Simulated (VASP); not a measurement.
# HfN (Fm-3m) in VASP: further runs

The runs below take HfN through relaxation of cell and atoms, single point, with PBEsol.

Everything below comes from runs of VASP 6.6.1. Logs are shortened: lines on timing, memory, paths and dates and some standing lists are left out, and cuts for length are marked.

### 1 The cell of the first run

Symmetry: Fm-3m, No. 225, cubic system. The conventional cell has a = 4.502 Å, b = 4.502 Å, c = 4.502 Å, α = 90.00°, β = 90.00°, γ = 90.00°. Within 3.0 Å of Hf (site symmetry m-3m) lie 6 N at 2.25 Å. Within 3.0 Å of N (site symmetry m-3m) lie 6 Hf at 2.25 Å.

### 2 Relaxation of cell and atoms, PBEsol, target pressure 16 GPa, at which the enthalpy is minimised

File INCAR:

```
PREC = Accurate ; ENCUT = 600
EDIFF = 1E-7 ; ISMEAR = -1
SIGMA = 0.15 ; LREAL = False
LASPH = True ; NELM = 60
ALGO = Normal ; ISIF = 3
LWAVE = False ; LCHARG = False
GGA = PS ; IBRION = 2
NSW = 80 ; EDIFFG = -0.001
PSTRESS = 160.0
```

File KPOINTS:

```
Automatic mesh
0
Gamma
  16 16 16
```

File POSCAR:

```
HfN
1.0
    0.0000000000      2.2511619659      2.2511619659
    2.2511619659      0.0000000000      2.2511619659
    2.2511619659      2.2511619659      0.0000000000
Hf N
1 1
Direct
    0.0000000000      0.0000000000      0.0000000000
    0.5000000000      0.5000000000      0.5000000000
```

Potentials or basis: VASP PAW PBE potentials, release 64 (Hf_pv, N).

Started as:

```console
cat potpaw_PBE.64/Hf_pv/POTCAR potpaw_PBE.64/N/POTCAR > POTCAR
mpirun -np 1 vasp_std > vasp.out
```

OUTCAR:

```text
PREC = Accurate
   ENCUT = 600
   EDIFF = 1E-7
   ISMEAR = -1
   LREAL = False
   LASPH = True
   NELM = 60
   ISIF = 3
   GGA = PS
   IBRION = 2
   NSW = 80
   EDIFFG = -0.001
   PSTRESS = 160.0

 ion  position               nearest neighbor table
   1  0.000  0.000  0.000-   2 2.25   2 2.25   2 2.25   2 2.25   2 2.25   2 2.25
   2  0.500  0.500  0.500-   1 2.25   1 2.25   1 2.25   1 2.25   1 2.25   1 2.25

  LATTYP: Found a face centered cubic cell.
 ALAT       =     4.5023239318

  Lattice vectors:

 A1 = (   0.0000000000,   2.2511619659,   2.2511619659)
 A2 = (   2.2511619659,   0.0000000000,   2.2511619659)
 A3 = (   2.2511619659,   2.2511619659,   0.0000000000)

Analysis of symmetry for initial positions (statically):
=====================================================================
 Subroutine PRICEL returns:
 Original cell was already a primitive cell.

 Routine SETGRP: Setting up the symmetry group for a
 face centered cubic supercell.

 Subroutine GETGRP returns: Found 48 space group operations
 (whereof 48 operations were pure point group operations)
 out of a pool of 48 trial point group operations.

The static configuration has the point symmetry O_h .

Analysis of symmetry for dynamics (positions and initial velocities):
=====================================================================
 Subroutine PRICEL returns:
 Original cell was already a primitive cell.

 Routine SETGRP: Setting up the symmetry group for a
 face centered cubic supercell.

 Subroutine GETGRP returns: Found 48 space group operations
 (whereof 48 operations were pure point group operations)
 out of a pool of 48 trial point group operations.

The dynamic configuration has the point symmetry O_h .

 Subroutine INISYM returns: Found 48 space group operations
 (whereof 48 operations are pure point group operations),
 and found     1 'primitive' translations

----------------------------------------------------------------------------------------

                                     Primitive cell

  volume of cell :      22.8166

  direct lattice vectors                    reciprocal lattice vectors
     0.000000000  2.251161966  2.251161966    -0.222107519  0.222107519  0.222107519
     2.251161966  0.000000000  2.251161966     0.222107519 -0.222107519  0.222107519
     2.251161966  2.251161966  0.000000000     0.222107519  0.222107519 -0.222107519

  length of vectors
     3.183623783  3.183623783  3.183623783     0.384701508  0.384701508  0.384701508

  position of ions in fractional coordinates (direct lattice)
     0.000000000  0.000000000  0.000000000
     0.500000000  0.500000000  0.500000000

  ion indices of the primitive-cell ions
   primitive index   ion index
                 1           1
                 2           2

----------------------------------------------------------------------------------------

 KPOINTS: Automatic mesh

Automatic generation of k-mesh.
 Grid dimensions read from file:
 generate k-points for:   16   16   16

 Generating k-lattice:

  Cartesian coordinates                     Fractional coordinates (reciprocal lattice)
    -0.013881720  0.013881720  0.013881720     0.062500000  0.000000000  0.000000000
     0.013881720 -0.013881720  0.013881720     0.000000000  0.062500000  0.000000000
     0.013881720  0.013881720 -0.013881720     0.000000000  0.000000000  0.062500000

  Length of vectors
     0.024043844  0.024043844  0.024043844

  Shift w.r.t. Gamma in fractional coordinates (k-lattice)
     0.000000000  0.000000000  0.000000000

 Subroutine IBZKPT returns following result:
 ===========================================

 Found    145 irreducible k-points:

 Following reciprocal coordinates:
            Coordinates               Weight
  0.000000  0.000000  0.000000      1.000000
  0.062500  0.000000  0.000000      8.000000
  0.125000  0.000000  0.000000      8.000000
  0.187500  0.000000  0.000000      8.000000
  0.250000  0.000000  0.000000      8.000000
  0.312500  0.000000  0.000000      8.000000
[... 16 lines left out ...]
 -0.125000  0.062500  0.000000     24.000000
 -0.062500  0.062500  0.000000     12.000000
 [... further k-points ...]
   k-points           NKPTS =    145   k-points in BZ     NKDIM =    145   number of bands    NBANDS=     11
   number of dos      NEDOS =    301   number of ions     NIONS =      2
   total plane-waves  NPLWV =  21952
   dimension x,y,z NGX =    28 NGY =   28 NGZ =   28
   dimension x,y,z NGXF=    56 NGYF=   56 NGZF=   56
   ions per type =               1   1
   NGX,Y,Z   is equivalent  to a cutoff of  14.62, 14.62, 14.62 a.u.
   NGXF,Y,Z  is equivalent  to a cutoff of  29.24, 29.24, 29.24 a.u.
 SYSTEM =  unknown system
   PREC   = accura    normal or accurate (medium, high low for compatibility)
   ISTART =      0    job   : 0-new  1-cont  2-samecut
   ICHARG =      2    charge: 1-file 2-atom 10-const
   ISPIN  =      1    spin polarized calculation?
   LNONCOLLINEAR =      F non collinear calculations
   LSORBIT =      F    spin-orbit coupling
   LASPH  =      T    aspherical Exc in radial PAW
   ENCUT  =  600.0 eV  44.10 Ry    6.64 a.u.   6.36  6.36  6.36*2*pi/ulx,y,z
   NELM   =     60;   NELMIN=  2; NELMDL= -5     # of ELM steps
   EDIFF  = 0.1E-06   stopping-criterion for ELM
   LREAL  =      F    real-space projection
   EDIFFG = -.1E-02   stopping-criterion for IOM
   NSW    =     80    number of steps for IOM
   IBRION =      2    ionic relax: 0-MD 1-quasi-New 2-CG
   NFREE  =      1    steps in history (QN), initial steepest desc. (CG)
   ISIF   =      3    stress and relaxation
   ISYM   =      2    0-nonsym 1-usesym 2-fastsym
   POTIM  = 0.5000    time-step for ionic-motion
   TEBEG  =    0.0;   TEEND  =   0.0 temperature during run
   PSTRESS=  160.0 pullay stress
   NELECT =      15.0000    total number of electrons
   NUPDOWN=      -1.0000    fix difference up-down
   EMIN   =  10.00;   EMAX   =-10.00  energy-range for DOS
   EFERMI =   0.00;   METHOD = LEGACY
   ISMEAR =    -1;   SIGMA  =   0.15  broadening in eV -4-tet -1-fermi 0-gaus
   EFERMI_NEDOS =   21; number of points for ismear=-14 and -15
   IALGO  =     38    algorithm
   IMIX   =      4    mixing-type and parameters
     AMIX     =   0.40;   BMIX     =  1.00
     AMIX_MAG =   1.60;   BMIX_MAG =  1.00
  volume/ion in A,a.u.               =      11.41        76.99
  Fermi-wavevector in a.u.,A,eV,Ry     =   1.423492  2.690011 27.569905  2.026331
  Thomas-Fermi vector in A             =   2.544084
   LORBIT       =      0    0 simple, 1 ext, 2 COOP (PROOUT), +10 PAW based schemes
   GGA     = PS    functional components
   LHFCALC =     F    Hartree Fock is set to
   AEXX    =    0.0000 exact exchange contribution
   IVDW    =     0    specifies the selected vdW correction
   LEPSILON=     F    determine dielectric tensor
   LRPA    =     F    only Hartree local field effects (RPA)
 conjugate gradient relaxation of ions
 non-spin polarized calculation
  energy-cutoff  :      600.00
  volume of cell :       22.82
 maximum number of plane-waves:       778
 NGX is ok and might be reduce to    28
   NGX = 13   NGY = 13   NGZ = 13

--------------------------------------- Ionic step        1  -------------------------------------------

 number of electron      15.0000002 magnetization

 Free energy of the ion-electron system (eV)
  ---------------------------------------------------
  ext. energy  EPLUGINS =         0.00000000
  ---------------------------------------------------
  free energy    TOTEN  =       -23.01652599 eV

  energy without entropy =      -22.97372961  energy(sigma->0) =      -22.99512780

------------------------ aborting loop because EDIFF is reached ----------------------------------------

  FORCE on cell =-STRESS in cart. coord.  units (eV):
  Direction    XX          YY          ZZ          XY          YZ          ZX
  --------------------------------------------------------------------------------------
  -------------------------------------------------------------------------------------
  Total       -0.3238682     -0.3238682     -0.3238682      0.0000000      0.0000000     -0.0000000
  in kB      -22.7419993    -22.7419993    -22.7419993      0.0000000      0.0000000     -0.0000000
  external PRESSURE =    -182.7419993 kB  Pullay stress =     160.0000000 kB
[... 23 lines left out ...]
  enthalpy is  TOTEN    =       -20.7379704224 eV   P V=        2.2785555648

--------------------------------------- Ionic step        2  -------------------------------------------

 number of electron      15.0000000 magnetization

 E-fermi :  10.1102     XC(G=0): -13.9988

 val. band max:       10.1086835851   @ k =   0.3750   0.1250   0.0000
 cond. band min:      10.1667828978   @ k =  -0.1250   0.0625   0.0000
 fundamental gap:      0.0580993127
 Fermi energy:        10.1101710931

 k-point     1 :       0.0000    0.0000    0.0000
  band No.  band energies     occupation
      1     -20.1057      2.00000
      2     -20.1057      2.00000
      3     -20.1057      2.00000
      4      -8.5042      2.00000
      5       6.9450      2.00000
      6       6.9450      2.00000
      7       6.9450      2.00000
      8       9.5808      1.94300
      9       9.5808      1.94300
     10       9.5808      1.94300
     11      12.5804      0.00000
[... 509 lines left out ...]
  enthalpy is  TOTEN    =       -20.8140469650 eV   P V=        2.1547272194

--------------------------------------- Ionic step        7  -------------------------------------------

 number of electron      14.9999999 magnetization

 Free energy of the ion-electron system (eV)
  ---------------------------------------------------
  ext. energy  EPLUGINS =         0.00000000
  ---------------------------------------------------
  free energy    TOTEN  =       -22.96575657 eV

  energy without entropy =      -22.92575762  energy(sigma->0) =      -22.94575709

 E-fermi :   8.8094     XC(G=0): -13.2517

 val. band max:        8.8089419347   @ k =   0.3750   0.1250   0.0000
 cond. band min:       8.9003408054   @ k =  -0.1250   0.0625   0.0000
 fundamental gap:      0.0913988707
 Fermi energy:         8.8093542726

 k-point     1 :       0.0000    0.0000    0.0000
  band No.  band energies     occupation
      1     -21.9765      2.00000
      2     -21.9765      2.00000
      3     -21.9765      2.00000
      4      -9.0292      2.00000
      5       5.7530      2.00000
      6       5.7530      2.00000
      7       5.7530      2.00000
      8       8.3965      1.88013
      9       8.3965      1.88013
     10       8.3965      1.88013
     11      10.9220      0.00000
[... 351 lines left out ...]
  FREE ENERGIE OF THE ION-ELECTRON SYSTEM (eV)
  ---------------------------------------------------
  free  energy   TOTEN  =       -22.9657565711 eV

  energy  without entropy=      -22.9257576161  energy(sigma->0) =      -22.94575709

  enthalpy is  TOTEN    =       -20.8140955600 eV   P V=        2.1516610112

 reached required accuracy - stopping structural energy minimisation
```

Wall time 5.8 min (1 thread of AMD EPYC 7R13, shared host); peak memory 0.18 GiB.

Results:

```yaml
Free_energy: -22.9658 eV
Relaxed_volume: 10.77 Å³/atom
Relaxed_cell: a = 3.123 Å, b = 3.123 Å, c = 3.123 Å, α = 60.00°, β = 60.00°, γ = 60.00°
Space_group_after_relaxing_to_0.1_Å: Fm-3m (No. 225)
Energy_change_on_relaxing_the_run_minimises_the_enthalpy: +25.4 meV/atom
Ionic_steps: 7
Pressure_after_relaxing: 16.0 GPa
Band_gap_on_the_k_mesh: zero (an odd number of electrons rules out a gap without spin polarisation)
```

The path:
```
step  energy change (eV)  largest force (eV/Å)  pressure (GPa)  volume (Å³)
   1              0.0000                0.0000           -2.27        22.82
   2              0.8282                0.0000           81.46        18.78
   3              0.0447                0.0000           14.97        21.61
   4              0.0498                0.0000           15.84        21.56
   5              0.0522                0.0000           16.25        21.53
   6              0.0478                0.0000           15.50        21.58
   7              0.0508                0.0000           16.01        21.55
```

Final structure:
```xyz
2
Lattice="0.0000 2.2086 2.2086 2.2086 0.0000 2.2086 2.2086 2.2086 0.0000" Properties=species:S:1:pos:R:3 pbc="T T T"
Hf    0.0000    0.0000    0.0000
N     2.2086    2.2086    2.2086
```

Caveat: the cell is relaxed towards a set pressure, so the run minimises the enthalpy, not the energy; the PAW data sets were made with another functional, which shifts forces and pressure a little; spin-orbit coupling is left out, which moves the levels of the heavy elements.

### 3 Single point, PBEsol

This run uses another cell than the first one, of 11.37 Å³/atom.

File INCAR:

```
ALGO     = Normal         # electronic algorithm
EDIFF    = 1E-6           # SCF threshold, eV
ENCUT    = 520            # plane-wave cutoff, eV
GGA      = PS             # functional
ISIF     = 2              # what is computed and relaxed
ISMEAR   = -1             # smearing method
LASPH    = T              # aspherical terms in the spheres
LCHARG   = T              # write CHGCAR
LELF     = T              # ELF
LREAL    = F              # projectors in reciprocal space
LVHAR    = T            
LWAVE    = F              # write WAVECAR
NBANDS   = 14             # bands
NELM     = 60             # most SCF steps
PREC     = Accurate       # precision mode
SIGMA    = 0.15           # smearing width, eV
```

File KPOINTS:

```
k-points
0
Gamma
  16 16 16
```

File POSCAR:

```
HfN
1.0
    0.0000000000      2.2485835628      2.2485835628
    2.2485835628      0.0000000000      2.2485835628
    2.2485835628      2.2485835628      0.0000000000
Hf N
1 1
Direct
    0.0000000000      0.0000000000      0.0000000000
    0.5000000000      0.5000000000      0.5000000000
```

Potentials or basis: VASP PAW PBE potentials, release 64 (Hf_pv, N).

Started as:

```console
cat potpaw_PBE.64/Hf_pv/POTCAR potpaw_PBE.64/N/POTCAR > POTCAR
mpirun -np 1 vasp_std > vasp.out
```

Run time: 46 s. Hardware: 1 thread of Intel Xeon 8259CL, shared host; peak memory 0.18 GiB.

The run converged. Its results:

| Quantity | Value |
| --- | --- |
| Free energy | -23.0152 eV |
| Pressure | -1.2 GPa |
| Band gap on the k mesh | zero (an odd number of electrons rules out a gap without spin polarisation) |

Levels at points of the mesh, in eV from the Fermi level:
| k point | band 5 | band 6 | band 7 | band 8 | band 9 | band 10 | band 11 | band 12 |
| --- | --- | --- | --- | --- | --- | --- | --- | --- |
| (0.00, 0.00, 0.00) | -3.00 | -3.00 | -3.00 | -0.38 | -0.38 | -0.38 | 1.95 | 1.98 |
| (0.50, 0.00, 0.00) | -8.98 | -6.24 | -6.24 | 3.36 | 3.79 | 3.79 | 4.48 | 9.04 |
| (0.50, 0.50, 0.00) | -5.38 | -3.90 | -3.66 | -3.66 | 4.17 | 5.66 | 5.66 | 5.78 |

Caveat: the PAW data sets were made with another functional, which shifts forces and pressure a little; spin-orbit coupling is left out, which moves the levels of the heavy elements.

(Part 1 of 2 ends here.)
